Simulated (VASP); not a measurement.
Here is a VASP 6.6.1 calculation.

Contents of INCAR:

```
SYSTEM = Cu
PREC = Accurate ; ENCUT = 520
EDIFF = 1E-6 ; ISMEAR = -1
SIGMA = 0.1 ; LREAL = .False.
LASPH = .True. ; NELM = 80
ALGO = Normal ; ISIF = 2
LWAVE = .False. ; LCHARG = .True.
GGA = PE ; LELF = .True.
LVHAR = .True. ; NBANDS = 12
```

Contents of KPOINTS:

```
regular mesh
0
Gamma
  18 18 18
  0 0 0
```

File POSCAR:

```
Cu
1.0
   -1.3824120072      1.3824120072      1.3824120072
    1.3824120072     -1.3824120072      1.3824120072
    1.3824120072      1.3824120072     -1.3824120072
Cu
1
Direct
    0.0000000000      0.0000000000      0.0000000000
```

Potentials or basis: VASP PAW PBE potentials, release 64 (Cu).

Launch:

```sh
$ cat potpaw_PBE.64/Cu/POTCAR > POTCAR
$ mpirun -np 1 vasp_std > vasp.out
```

Question: Estimate the pressure.

Answer: 25.0 GPa.
